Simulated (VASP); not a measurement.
The system is BaTe.

```
Ba Te
1.0
    -3.46170    3.46170    1.88970
     3.46170   -3.46170    1.88970
     3.46170    3.46170   -1.88970
Ba Te
1 1
Direct
  0.25000 0.75000 0.50000
  0.00000 0.00000 0.00000
```

The cell was built from a structure type or drawn by symmetry, and may not be a known phase.

* Program: VASP 6.6.1
* Task: relaxation of cell and atoms
* Functional: PBE
* Potentials or basis: VASP PAW PBE potentials, release 64 (Ba_sv, Te)
* Cutoff: 600 eV
* k mesh: 10 × 10 × 10
* Occupations: gaussian, width 0.01 eV
* Spin: no spin polarisation

At the start: pressure -1.8 GPa; volume 45.29 Å³/atom.

**Question.** How do energy, volume and symmetry change on relaxing?

**Answer.** Over 10 steps the energy falls by 342.2 meV/atom and the volume is 51.02 Å³/atom (+12.7 %); space group I-4m2 (No. 119, to 0.1 Å) before and after.

The path:
```tsv
step	energy change (eV)	largest force (eV/Å)	pressure (GPa)	volume (Å³)
1	0.0000	0.0000	-1.81	90.58
2	-0.4160	0.0000	1.35	83.53
3	-0.4470	0.0000	3.35	80.78
4	-0.6115	0.0000	1.74	88.55
5	-0.6710	0.0000	0.73	95.48
6	-0.6701	0.0000	-0.66	109.38
7	-0.6841	0.0000	-0.10	102.96
8	-0.6845	0.0000	0.02	101.74
9	-0.6845	0.0000	-0.02	102.16
10	-0.6845	0.0000	0.00	102.04
```

Final structure:
```
CELL_PARAMETERS angstrom
-3.13911 3.13911 2.58887
3.13911 -3.13911 2.58887
3.13911 3.13911 -2.58887
ATOMIC_POSITIONS crystal
Ba 0.25000 0.75000 0.50000
Te 0.00000 0.00000 0.00000
```
